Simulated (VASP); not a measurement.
Runs of VASP 6.6.1 on SiW (CsCl type). The structure is that of space group Pm-3m (No. 221), or close to it. The cells are those of the table. 

```csv
task,level,cell,gap on the mesh (eV),pressure (GPa)
single point,PBE,"a = 3.057 Å, 2 atoms",none,0.2
electric field gradients,PBE,"a = 3.103, b = 3.103, c = 3.057 Å, 2 atoms",none,-6.0
single point,PBE+D4,"a = 3.072, b = 3.072, c = 3.027 Å, 2 atoms",none,-5.9
electric field gradients,PBE,"a = 3.072, b = 3.072, c = 3.027 Å, 2 atoms",none,0.2
electric field gradients,PBE,"a = 3.057 Å, 2 atoms",none,(a)
```

Alike in all rows: potentials or basis VASP PAW PBE potentials, release 64 (W_sv, Si); no spin polarisation; k mesh 11 × 11 × 11; cutoff (eV) 520; smearing fermi-dirac 0.03 eV.

Problem. Estimate the missing entries.

Solution. (a) 0.8.

Caveats: spin-orbit coupling is left out, which moves the levels of the heavy elements; pairwise dispersion overbinds metals, which lowers pressure and volume (some runs).

A k mesh can miss the band edges, and the runs leave out spin-orbit coupling on W.

A gap of «none» marks levels without a gap at the run's occupations.
